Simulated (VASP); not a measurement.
Set up this calculation in VASP 6.6.1, as the native input.

```yaml
Task: single point
Functional: PBE
Potentials_or_basis: VASP PAW PBE potentials, release 64 (Mg, S)
Cutoff: 600 eV
k_mesh: 12 × 12 × 12
Occupations: gaussian, width 0.05 eV
Spin: no spin polarisation
Dipole_correction: no
Further_INCAR_settings: ALGO = Normal; EDIFF = 1e-06; NBANDS = 11
```

The structure of MgS lies in POSCAR:

```
MgS
1.0
    0.0000000000      2.6016508254      2.6016508254
    2.6016508254      0.0000000000      2.6016508254
    2.6016508254      2.6016508254      0.0000000000
Mg S
1 1
Direct
    0.0000000000      0.0000000000      0.0000000000
    0.5000000000      0.5000000000      0.5000000000
```

These files were run (other wordings do the same):

INCAR

```
ALGO = Normal ; EDIFF = 1E-6
ENCUT = 600 ; GGA = PE
GGA_COMPAT = F ; ISIF = 2
ISMEAR = 0 ; LASPH = T
LCHARG = F ; LREAL = F
LWAVE = F ; NBANDS = 11
NELM = 120 ; PREC = Accurate
SIGMA = 0.05
```

KPOINTS

```
k-points
0
Gamma
  12 12 12
```

Potentials or basis: VASP PAW PBE potentials, release 64 (Mg, S).

The run is started by

```bash
$ cat potpaw_PBE.64/Mg/POTCAR potpaw_PBE.64/S/POTCAR > POTCAR
$ mpirun -np 1 vasp_std > vasp.out
```

It gave:

```json
{
 "Pressure": "0.9 GPa",
 "Band gap on the k mesh": "2.78 eV, indirect (least direct gap 3.71 eV)"
}
```

Run time: 15 s on 1 thread of Intel(R) Xeon(R) 6975P-C (Granite Rapids), on a shared host, peak memory 0.19 GiB.
